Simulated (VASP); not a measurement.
Write the native input for VASP 6.6.1 that does the following.

* Task: relaxation of cell and atoms
* Functional: revPBE
* Potentials or basis: VASP PAW PBE potentials, release 64 (N, B)
* Cutoff: 600 eV
* k mesh: 12 × 12 × 4
* Occupations: fermi-dirac, width 0.05 eV
* Spin: no spin polarisation
* Dipole correction: no
* Further INCAR settings: ALGO = Normal; EDIFF = 1e-07; IBRION = 2; EDIFFG = -0.01; NSW = 60; ISIF = 3

The structure of BN lies in POSCAR:

```
BN
1.0
    2.4982400000      0.0000000000      0.0000000000
   -1.2491200000      2.1635393048      0.0000000000
    0.0000000000      0.0000000000      6.6357000000
N B
2 2
Direct
    0.6666666667      0.3333333333      0.2500000000
    0.3333333333      0.6666666667      0.7500000000
    0.6666666667      0.3333333333      0.7500000000
    0.3333333333      0.6666666667      0.2500000000
```

These files were run (other wordings do the same):

INCAR

```
ALGO = Normal
EDIFF = 1E-7
EDIFFG = -0.01
ENCUT = 600
GGA = RE
IBRION = 2
ISIF = 3
ISMEAR = -1
LASPH = T
LCHARG = F
LREAL = F
LWAVE = F
NELM = 100
NSW = 60
PREC = Accurate
SIGMA = 0.05
```

KPOINTS

```
k-points
0
Gamma
  12 12 4
```

Potentials or basis: VASP PAW PBE potentials, release 64 (N, B).

Launch:

```console
$ cat potpaw_PBE.64/N/POTCAR potpaw_PBE.64/B/POTCAR > POTCAR
$ mpirun -np 1 vasp_std > vasp.out
```

Results of the run:

- Relaxed volume: 10.97 Å³/atom
- Relaxed cell: a = 2.521 Å, b = 2.521 Å, c = 7.969 Å, α = 90.00°, β = 90.00°, γ = 120.00°
- Space group after relaxing (to 0.05 Å): P6_3/mmc (No. 194)
- Energy gained by relaxing: 27.3 meV/atom
- Ionic steps: 12
- Pressure after relaxing: 0.0 GPa
- Band gap on the k mesh: 4.59 eV, indirect (least direct gap 4.68 eV)

Caveat: the volume moved by over 15 % at a fixed basis, so the end points are rough; the PAW data sets were made with another functional, which shifts forces and pressure a little; this functional lacks dispersion, which binds the layers, so the pressure and a relaxed spacing across them are unreliable; the volume moved by +22 % from the deposited cell, more than functionals usually miss.

It took 4.7 min on 1 thread of Intel(R) Xeon(R) Platinum 8259CL CPU @ 2.50GHz (Skylake/Cascade Lake), with other jobs on the host, peak memory 0.16 GiB.
